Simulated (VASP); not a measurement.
A run of VASP 6.6.1 is set up as follows.

POSCAR

```
GaBSb2
1.0
    4.0725412184      0.0000000000      0.0000000000
    0.0000000000      4.0725412184      0.0000000000
    0.0000000000      0.0000000000      5.9141367592
B Sb Ga
1 2 1
Direct
    0.0000000000      0.0000000000      0.0000000000
    0.0000000000      0.5000000000      0.2172915758
    0.5000000000      0.0000000000      0.7827084242
    0.5000000000      0.5000000000      0.5000000000
```

The input INCAR.step1:

```
SYSTEM = GaBSb2
ALGO = Normal
EDIFF = 1E-4
ENCUT = 520
GGA = PE
ISMEAR = -1
LASPH = .True.
LCHARG = .False.
LREAL = .False.
LWAVE = .True.
NBANDS = 21
NELM = 100
PREC = Accurate
SIGMA = 0.02
```

Contents of INCAR.step2:

```
SYSTEM = GaBSb2
ALGO = Normal
EDIFF = 1E-7
ENCUT = 520
ISIF = 2
ISMEAR = -1
ISTART = 1
LASPH = .True.
LCHARG = .False.
LMIXTAU = .True.
LREAL = .False.
LWAVE = .False.
METAGGA = R2SCAN
NBANDS = 21
NELM = 100
PREC = Accurate
SIGMA = 0.02
```

Contents of KPOINTS:

```
k-points
0
Gamma
  6 6 4
  0 0 0
```

Potentials or basis: VASP PAW PBE potentials, release 64 (B, Sb, Ga_d).

The run is started by

```sh
$ cat potpaw_PBE.64/B/POTCAR potpaw_PBE.64/Sb/POTCAR potpaw_PBE.64/Ga_d/POTCAR > POTCAR
$ cp INCAR.step1 INCAR
$ mpirun -np 1 vasp_std > vasp.out
$ cp INCAR.step2 INCAR
$ mpirun -np 1 vasp_std > vasp.out
```

(1) Estimate the pressure.

(2) Estimate the band gap on the k mesh.

(3) Predict the largest force.

## Answers

(1) -3.5 GPa.

(2) zero (filled and empty bands touch).

(3) 0.068 eV/Å.

Caveat: the cell stands under tension; semilocal functionals underestimate gaps, so a narrow gap can read as zero; the PAW data sets were made with another functional, which shifts forces and pressure a little; spin-orbit coupling is left out, which moves the levels of the heavy elements.
